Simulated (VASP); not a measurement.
BN, 4 atoms in the cell. The structure is hexagonal, space group P6_3/mmc (No. 194). Conventional cell: a = 2.582 Å, b = 2.582 Å, c = 6.636 Å, α = 90.00°, β = 90.00°, γ = 120.00°. Within 2.0 Å of B (site symmetry -6m2) lie 3 N at 1.49 Å. Within 2.0 Å of N (site symmetry -6m2) lie 3 B at 1.49 Å. 

- Program: VASP 6.6.1
- Task: single point
- Functional: PBEsol
- Potentials or basis: VASP PAW PBE potentials, release 64 (B, N)
- Cutoff: 520 eV
- k mesh: 12 × 12 × 4
- Occupations: gaussian, width 0.05 eV
- Spin: no spin polarisation
- Dipole correction: no
- Further INCAR settings: ALGO = Normal; EDIFF = 1e-06; NBANDS = 16

Potentials or basis: VASP PAW PBE potentials, release 64 (B, N).

The run is started by

```sh
$ cat potpaw_PBE.64/B/POTCAR potpaw_PBE.64/N/POTCAR > POTCAR
$ mpirun -np 1 vasp_std > vasp.out
```

Hardware: 1 thread of Intel(R) Xeon(R) Platinum 8375C CPU @ 2.90GHz (Ice Lake), on a shared host.

Problem. How long does it take, and how much memory?

Solution. Run time: 35 s on 1 thread of Intel(R) Xeon(R) Platinum 8375C CPU @ 2.90GHz (Ice Lake) (shared host), peak memory 0.16 GiB. Counts: scf iterations 13, k points 57.
